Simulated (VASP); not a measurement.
# H12C3N4 in VASP: notebook, part 2 of 2

VASP 6.6.1. The steps go on from the part before.

## 3. Single point, PBE

Input file INCAR:

```
SYSTEM = H12C3N4
  PREC = Accurate
  ENCUT = 520
  EDIFF = 1E-6
  ISMEAR = -1
  SIGMA = 0.02
  LREAL = Auto
  LASPH = .True.
  NELM = 60
  ALGO = Normal
  ISIF = 2
  LWAVE = .False.
  LCHARG = .False.
  GGA = PE
  NBANDS = 69
```

Input file KPOINTS:

```
Automatic mesh
0
Gamma
  1 1 1
  0 0 0
```

Input file POSCAR:

```
H12C3N4
1.0
    8.4004530000      0.0000000000      0.0000000000
    0.0000000000      8.4004530000      0.0000000000
    0.0000000000      0.0000000000      8.4004530000
C N H
6 8 24
Direct
    0.8417998410      0.3677301688     -0.0168086173
    0.7549949985      0.3306607394      0.1296358661
    0.3969547833      0.6879628991      0.1610627427
    0.2624739404      0.5912895412      0.1563606153
    0.9108437366      0.7731368773      0.5167340380
    1.0710136703      0.7137710312      0.5469228862
    0.6825941411      0.2994838493      0.2434868691
    0.1475158542      0.5142698852      0.1509442407
    1.1879597446      0.6386560344      0.5716239350
    0.6517148539      0.9964105507      0.9508891961
    0.3448147380      0.1224100653      0.2425702519
    0.0268437904      0.9190813876      0.0212488541
    0.5721477163      0.5485299424      0.7189017068
    0.0548303764      0.2608787883      0.4397262862
    0.9644003722      0.3999546215      0.0159158083
    0.8410498815      0.2537244122     -0.0883999946
    0.7926001134      0.4538683807     -0.1089941221
    0.3798009464      0.7789222795      0.2584860602
    0.4972946102      0.6114908327      0.1708598334
    0.4248580404      0.7688394900      0.0500449202
    0.9166291389      0.8247293330      0.3889195023
    0.8289314874      0.6775467942      0.5399113595
    0.9044750325      0.8854760571      0.5809567651
    0.7107354806      0.8941422564      0.9415206537
    0.5718858257      0.9803995094      0.8580846771
    0.5842899187      0.9866253641      1.0509552282
    0.4547016691      0.1698003667      0.2690212064
    0.3088761999      0.1767642769      0.1356355425
    0.2626286940      0.1679790364      0.3272323528
   -0.0525685936      0.9955177417      0.0818170163
    0.0457356288      0.8097301419      0.0791266852
    0.1364926391      0.9770306435      0.0325815763
    0.5505655469      0.4328576090      0.7531141475
    0.5250074014      0.6078362679      0.8183487248
    0.4954137592      0.5613149672      0.6259543384
   -0.0684010731      0.2193096015      0.4391310802
    0.0694367316      0.3218040741      0.5495060802
    0.0526043060      0.3573854886      0.3590639695
```

Potentials or basis: VASP PAW PBE potentials, release 64 (C, N, H).

Launch:

```
$ cat potpaw_PBE.64/C/POTCAR potpaw_PBE.64/N/POTCAR potpaw_PBE.64/H/POTCAR > POTCAR
$ mpirun -np 1 vasp_gam > vasp.out
```

OUTCAR:

```text
SYSTEM = H12C3N4
   PREC = Accurate
   ENCUT = 520
   EDIFF = 1E-6
   ISMEAR = -1
   LREAL = Auto
   LASPH = .True.
   NELM = 60
   ISIF = 2
   GGA = PE

 ion  position               nearest neighbor table
   1  0.842  0.368  0.983-  15 1.10  16 1.13  17 1.14   2 1.46
   2  0.755  0.331  0.130-   7 1.16   1 1.46
   3  0.397  0.688  0.161-  19 1.06  18 1.13  20 1.18   4 1.39
   4  0.262  0.591  0.156-   8 1.16   3 1.39
   5  0.911  0.773  0.517-  22 1.08  23 1.09  21 1.16   6 1.46
   6  0.071  0.714  0.547-   9 1.19   5 1.46
   7  0.683  0.299  0.243-   2 1.16
   8  0.148  0.514  0.151-   4 1.16
   9  0.188  0.639  0.572-   6 1.19
  10  0.652  0.996  0.951-  24 1.00  26 1.02  25 1.04
  11  0.345  0.122  0.243-  27 1.03  28 1.05  29 1.06
  12  0.027  0.919  0.021-  32 1.05  31 1.05  30 1.06
  13  0.572  0.549  0.719-  35 1.02  33 1.03  34 1.05
  14  0.055  0.261  0.440-  38 1.06  37 1.06  36 1.09
  15  0.964  0.400  0.016-   1 1.10
  16  0.841  0.254  0.912-   1 1.13
  17  0.793  0.454  0.891-   1 1.14
[... 19 lines left out ...]
  37  0.069  0.322  0.550-  14 1.06
  38  0.053  0.357  0.359-  14 1.06

  LATTYP: Found a simple cubic cell.
 ALAT       =     8.4004530000

  Lattice vectors:

 A1 = (   8.4004530000,   0.0000000000,   0.0000000000)
 A2 = (   0.0000000000,   8.4004530000,   0.0000000000)
 A3 = (   0.0000000000,   0.0000000000,   8.4004530000)

Analysis of symmetry for initial positions (statically):
=====================================================================
 Subroutine PRICEL returns:
 Original cell was already a primitive cell.

 Routine SETGRP: Setting up the symmetry group for a
 simple cubic supercell.

 Subroutine GETGRP returns: Found  1 space group operations
 (whereof  1 operations were pure point group operations)
 out of a pool of 48 trial point group operations.

The static configuration has the point symmetry C_1 .

Analysis of symmetry for dynamics (positions and initial velocities):
[... 179 lines left out ...]
     AMIX_MAG =   1.60;   BMIX_MAG =  1.00
  volume/ion in A,a.u.               =      15.60       105.27
  Fermi-wavevector in a.u.,A,eV,Ry     =   0.866828  1.638068 10.223296  0.751391
  Thomas-Fermi vector in A             =   1.985274
   LORBIT       =      0    0 simple, 1 ext, 2 COOP (PROOUT), +10 PAW based schemes
   GGA     = PE    functional components
[... 5 lines left out ...]
 non-spin polarized calculation
  energy-cutoff  :      520.00
  volume of cell :      592.80
 maximum number of plane-waves:      7948
 NGX is ok and might be reduce to    64
   NGX = 31   NGY = 31   NGZ = 31

 number of electron      88.0000003 magnetization

 Free energy of the ion-electron system (eV)
  ---------------------------------------------------
  ext. energy  EPLUGINS =         0.00000000
  ---------------------------------------------------
  free energy    TOTEN  =      -207.93345839 eV

  energy without entropy =     -207.93345839  energy(sigma->0) =     -207.93345839

 E-fermi :  -2.8589     XC(G=0):  -5.4689

 val. band max:       -3.3536496272   @ k =   0.0000   0.0000   0.0000
 cond. band min:       0.3870439512   @ k =   0.0000   0.0000   0.0000
 fundamental gap:      3.7406935784
 Fermi energy:        -2.8589148712

 k-point     1 :       0.0000    0.0000    0.0000
  band No.  band energies     occupation
      1     -20.6661      2.00000
      2     -20.3515      2.00000
      3     -20.0152      2.00000
      4     -19.2578      2.00000
      5     -18.9853      2.00000
      6     -18.3711      2.00000
[... 48 lines left out ...]
     55       2.7283      0.00000
     56       3.1492      0.00000
 [bands above 56 left out]

------------------------ aborting loop because EDIFF is reached ----------------------------------------

  FORCE on cell =-STRESS in cart. coord.  units (eV):
  Direction    XX          YY          ZZ          XY          YZ          ZX
  --------------------------------------------------------------------------------------
  -------------------------------------------------------------------------------------
  Total       -0.7319096     -5.0266389     -8.1680612      0.3661943      1.9575664      1.2532916
  in kB       -1.9781530    -13.5856415    -22.0760541      0.9897238      5.2907711      3.3873073
  external PRESSURE =     -12.5466162 kB  Pullay stress =       0.0000000 kB

 VOLUME and BASIS-vectors are now :
 -----------------------------------------------------------------------------
  energy-cutoff  :      520.00
  volume of cell :      592.80
      direct lattice vectors                 reciprocal lattice vectors
     8.400453000  0.000000000  0.000000000     0.119041199  0.000000000  0.000000000
     0.000000000  8.400453000  0.000000000     0.000000000  0.119041199  0.000000000
     0.000000000  0.000000000  8.400453000     0.000000000  0.000000000  0.119041199

 POSITION                                       TOTAL-FORCE (eV/Angst)
 -----------------------------------------------------------------------------------
      7.07150      3.08910      8.25925        -0.139817     -0.962715     -1.091210
      6.34230      2.77770      1.08900        -0.041043      0.791551     -1.260100
      3.33460      5.77920      1.35300         0.926854      3.224726     -0.814876
      2.20490      4.96710      1.31350        -1.565090     -0.541033     -0.724225
      7.65150      6.49470      4.34080         2.187362      1.749108     -1.940574
      0.59655      5.99600      4.59440         1.526303     -1.977025      0.414270
[... 30 lines left out ...]
      0.58330      2.70330      4.61610        -0.207104     -0.794124     -1.024188
      0.44190      3.00220      3.01630         0.038584     -0.898326      0.531666
 -----------------------------------------------------------------------------------
    total drift:                               -0.010304      0.002093      0.003683

  FREE ENERGIE OF THE ION-ELECTRON SYSTEM (eV)
  ---------------------------------------------------
  free  energy   TOTEN  =      -207.9334583936 eV

  energy  without entropy=     -207.9334583936  energy(sigma->0) =     -207.93345839
```

It took 2.5 min on 1 thread of AMD EPYC 7R43 (Zen 3), shared host; peak memory 0.48 GiB.

Results:

| Item | Value |
| --- | --- |
| Free energy | -207.9335 eV |
| Pressure | -1.3 GPa |
| Largest force | 3.453 eV/Å |
| Band gap on the k mesh | 3.74 eV |

Forces on the atoms (eV/Å):
```
C   -0.140 -0.963 -1.091
C   -0.041  0.792 -1.260
C    0.927  3.225 -0.815
C   -1.565 -0.541 -0.724
C    2.187  1.749 -1.941
C    1.526 -1.977  0.414
N   -0.032 -0.093  0.447
N   -0.089 -0.195  0.159
N   -1.474  1.425 -0.352
N   -1.116  0.407 -0.894
N   -0.870  0.656 -0.238
N    0.575  0.454  0.666
N   -0.178 -0.319  1.308
N   -1.889  0.958  0.441
H   -0.082  0.065 -0.163
H    0.228  0.455  0.601
H   -0.016 -0.246  1.364
H    0.523 -0.646 -0.330
H    1.253 -0.454  0.653
H   -0.899 -1.300  1.202
H   -0.517 -1.118  1.074
H   -0.891 -0.044  0.115
H   -0.780 -0.026  0.783
H    1.179 -1.027  0.186
H    0.060  0.525  0.287
H   -0.191  0.156  0.339
H   -0.237  0.067 -0.081
H    0.439 -0.339  0.924
H    0.667 -0.534 -0.669
H    0.708 -1.226 -0.354
H   -0.596  1.124 -0.211
H   -0.711 -0.412 -0.091
H    0.306 -0.073 -0.210
H    0.179 -0.051 -1.128
H   -0.350  0.444 -0.017
H    2.075  0.774  0.099
H   -0.207 -0.794 -1.024
H    0.039 -0.898  0.532
```

Caveat: the k points lie up to 0.75 Å⁻¹ apart.

## 4. Single point, PBE

Input file INCAR:

```
SYSTEM = H12C3N4
  PREC = Accurate
  ENCUT = 910
  EDIFF = 1E-6
  ISMEAR = -1
  SIGMA = 0.02
  LREAL = Auto
  LASPH = .True.
  NELM = 120
  ALGO = Normal
  ISIF = 2
  LWAVE = .False.
  LCHARG = .False.
  GGA = PE
  NBANDS = 69
  GGA_COMPAT = .False.
```

KPOINTS is that of step 3.

Input file POSCAR:

```
H12C3N4
1.0
    8.4004530000      0.0000000000      0.0000000000
    0.0000000000      8.4004530000      0.0000000000
    0.0000000000      0.0000000000      8.4004530000
C N H
6 8 24
Direct
    0.8695245364      0.3445647514     -0.0283556137
    0.7807674181      0.3542547051      0.1179341162
    0.4000260462      0.7334366373      0.2670451224
    0.2930080080      0.6171810020      0.1895016852
    0.9822089356      0.7458883467      0.5579818136
    1.1313913666      0.6875581591      0.6186809211
    0.7032120768      0.3341724547      0.2309994473
    0.2324636540      0.5127699661      0.1231957372
    1.2295170272      0.6508577573      0.7069261622
    0.4654987058      1.0263613165      0.7761367155
    0.2507721905      0.1554916146      0.1480396355
   -0.0038450307      0.9386160484     -0.0295698339
    0.5850041658      0.4889379180      0.6270257092
    0.0601039015      0.1927991264      0.5825638213
    0.9996722796      0.3701109928      0.0080709933
    0.8646914637      0.2239403042     -0.0770910807
    0.8344549990      0.4390001349     -0.1177198420
    0.4876879854      0.6736541470      0.3420291739
    0.4572253425      0.8106467592      0.1875017931
    0.3274466270      0.8088492371      0.3554332129
    0.9157839464      0.6499411401      0.5066869608
    0.9214979240      0.8150869959      0.6573931192
    1.0086360819      0.8391809346      0.4635107178
    0.4753434130      1.1186658624      0.6977718940
    0.3567783785      1.0568001511      0.8377881526
    0.4171322666      0.9402350088      0.6999741562
    0.3597306002      0.1390639291      0.1859066410
    0.2316303656      0.2760327330      0.1297191949
    0.2096910726      0.1498133494      0.2620692003
    0.0833764560      0.9507939631      0.0551755959
   -0.0979232906      0.9656741131      0.0430929142
   -0.0232844586      0.8222294679     -0.0381884167
    0.6048126214      0.5333164771      0.5153531601
    0.5854684265      0.3650636460      0.6201689361
    0.4655939388      0.5001277907      0.6449176015
   -0.0623299720      0.1921086875      0.5648742990
    0.0824003182      0.1442541253      0.6917126969
    0.1087322315      0.3057216081      0.5847065628
```

Potentials or basis: VASP PAW PBE potentials, release 64 (C_h, N_h, H_h).

Launch:

```
$ cat potpaw_PBE.64/C_h/POTCAR potpaw_PBE.64/N_h/POTCAR potpaw_PBE.64/H_h/POTCAR > POTCAR
$ mpirun -np 1 vasp_gam > vasp.out
```

Run time: 4.6 min. Hardware: 1 thread of AMD EPYC 7R43 (Zen 3), shared host; peak memory 1 GiB.

Results (log left out):

```yaml
Free_energy: -208.1554 eV
Pressure: -0.1 GPa
Largest_force: 3.257 eV/Å
Band_gap_on_the_k_mesh: 4.04 eV
```

Forces on the atoms (eV/Å):
```
C    1.814  1.501  0.029
C   -0.708 -0.766 -0.104
C   -2.436 -0.349  2.134
C    1.625  0.634  0.353
C    0.439  2.304 -0.457
C   -1.350  0.518  0.397
N    0.088  0.431  0.244
N   -0.683 -0.020 -0.108
N    1.651 -0.701  0.435
N   -2.379 -0.301  0.086
N   -1.990  0.252  0.472
N   -0.352  0.946  0.882
N   -0.303 -1.072  0.280
N   -0.052 -0.049 -0.182
H   -1.236 -0.267 -0.667
H   -0.117 -0.002 -0.125
H    0.056 -0.833  0.617
H    0.102 -0.347 -0.135
H    0.658  0.961 -1.354
H    0.669 -0.634 -0.989
H   -0.763 -0.438 -0.191
H    0.273 -0.894 -0.787
H   -0.346 -0.765  0.555
H    0.221  0.423 -0.055
H    1.601 -0.249 -0.419
H    0.564  0.090  0.510
H    2.761  0.151 -0.422
H    0.648 -0.334 -0.340
H   -1.294 -0.311  0.467
H    0.670  0.162 -0.426
H   -0.534  0.517 -0.236
H    0.183 -1.586 -0.422
H    0.067 -0.435 -0.068
H    0.738  0.618 -0.400
H   -0.349  0.858  0.284
H    0.869  0.447  0.167
H   -0.147 -0.071  0.060
H   -0.657 -0.387 -0.085
```

Stress tensor (GPa, compression positive):
```
 0.35 -0.35  0.20
-0.35 -0.18 -0.46
 0.20 -0.46 -0.49
```

Levels at points of the mesh, in eV from the valence-band top:
| k point | band 41 | band 42 | band 43 | band 44 | band 45 | band 46 | band 47 | band 48 |
| --- | --- | --- | --- | --- | --- | --- | --- | --- |
| (0.00, 0.00, 0.00) | -0.40 | -0.30 | -0.20 | 0.00 | 4.04 | 4.91 | 5.08 | 5.39 |

Caveat: the k points lie up to 0.75 Å⁻¹ apart; the cutoff is under 1.25 times the usual one of these potentials, so pressure, stress and relaxed cells hold a basis-set (Pulay) error.
